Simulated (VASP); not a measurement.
Write the native input for VASP 6.6.1 that does the following.

| Property | Result |
| --- | --- |
| Task | single point |
| Functional | r2SCAN |
| Potentials or basis | VASP PAW PBE potentials, release 64 (Hf_pv, O) |
| Cutoff | 520 eV |
| k mesh | 6 × 6 × 8 |
| Occupations | gaussian, width 0.02 eV |
| Spin | no spin polarisation |
| Dipole correction | no |
| Further INCAR settings | ALGO = Normal; EDIFF = 1e-06; NBANDS = 31 |

HfO2:

```
Hf O
1.0
     4.83820    0.00000    0.00000
     0.00000    4.83820    0.00000
     0.00000    0.00000    3.22035
Hf O
2 4
Direct
  0.00000 0.00000 0.00000
  0.50000 0.50000 0.50000
  0.19492 0.80508 0.50000
  0.30508 0.30508 0.00000
  0.69492 0.69492 0.00000
  0.80508 0.19492 0.50000
```

The input as run:

POSCAR

```
HfO2
1.0
    4.8382036340      0.0000000000      0.0000000000
    0.0000000000      4.8382036340      0.0000000000
    0.0000000000      0.0000000000      3.2203479163
Hf O
2 4
Direct
    0.0000000000      0.0000000000      0.0000000000
    0.5000000000      0.5000000000      0.5000000000
    0.1949191829      0.8050808171      0.5000000000
    0.3050808171      0.3050808171      0.0000000000
    0.6949191829      0.6949191829      0.0000000000
    0.8050808171      0.1949191829      0.5000000000
```

INCAR.step1

```
PREC = Accurate ; ENCUT = 520
ISMEAR = 0 ; SIGMA = 0.02
LREAL = F ; LASPH = T
NELM = 80 ; NBANDS = 31
GGA = PE ; ALGO = Normal
EDIFF = 1E-4 ; LWAVE = T
LCHARG = F
```

INCAR.step2

```
PREC = Accurate ; ENCUT = 520
EDIFF = 1E-6 ; ISMEAR = 0
SIGMA = 0.02 ; LREAL = F
LASPH = T ; NELM = 80
ALGO = Normal ; ISIF = 2
LWAVE = F ; LCHARG = F
METAGGA = R2SCAN ; LMIXTAU = T
NBANDS = 31 ; ISTART = 1
```

KPOINTS

```
regular mesh
0
Gamma
  6 6 8
```

Potentials or basis: VASP PAW PBE potentials, release 64 (Hf_pv, O).

Launch:

```bash
$ cat potpaw_PBE.64/Hf_pv/POTCAR potpaw_PBE.64/O/POTCAR > POTCAR
$ cp INCAR.step1 INCAR
$ mpirun -np 1 vasp_std > vasp.out
$ cp INCAR.step2 INCAR
$ mpirun -np 1 vasp_std > vasp.out
```

It gave:

```
Pressure               : -3.2 GPa
Largest force          : 0.051 eV/Å
Band gap on the k mesh : 4.47 eV
```

Caveat: the cell stands under tension; the PAW data sets were made with another functional, which shifts forces and pressure a little; spin-orbit coupling is left out, which moves the levels of the heavy elements.

It took 13 min on 1 thread of Intel Xeon 8259CL, with other jobs on the host, peak memory 0.21 GiB.
